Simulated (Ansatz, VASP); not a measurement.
**Two plane-wave programs on TaTi2Si3**

```
CELL_PARAMETERS angstrom
5.08755 0.00000 0.00000
-2.54378 4.40595 0.00000
0.00000 0.00000 4.18730
ATOMIC_POSITIONS crystal
Ti 0.33333 0.66667 0.00000
Ti 0.66667 0.33333 0.00000
Ta 0.00000 0.00000 0.00000
Si 0.50000 0.00000 0.50000
Si 0.50000 0.50000 0.50000
Si 0.00000 0.50000 0.50000
```

Change from the starting cell: species swapped into the CeGa3Pd2 type (P6/mmm, No. 191).

Alike in both runs: functional PBE; k mesh 12 × 12 × 10; occupations gaussian, width 0.1 eV; no spin polarisation.

Ansatz relaxed the structure, and its values are those at the end. VASP's run is a single point on that final structure, the one shown.

|  | VASP | Ansatz |
| --- | --- | --- |
| version | VASP 6.6.1 | Ansatz 0.2.0 |
| potentials or method | VASP PAW PBE potentials, release 64 (Ti_sv, Ta_pv, Si), cutoff 520 eV | scalar-relativistic, plane waves, PAW |
| valence electrons in the cell | 47 | 49 |

Ansatz gave:

| Item | Value |
| --- | --- |
| gap on the k mesh at the Fermi level (eV) | none |
| pressure (GPa) | 0.0 |

Question: Which values does VASP return?

Answer: gap on the k mesh at the Fermi level (eV): none; pressure (GPa): -0.1.

A gap of «none» marks a metal or a gap that the smearing closes. VASP's potentials hold 47 valence electrons a cell and Ansatz's 49, so a difference there can come from the potentials and not from the codes.

Neither program's run includes spin-orbit coupling.
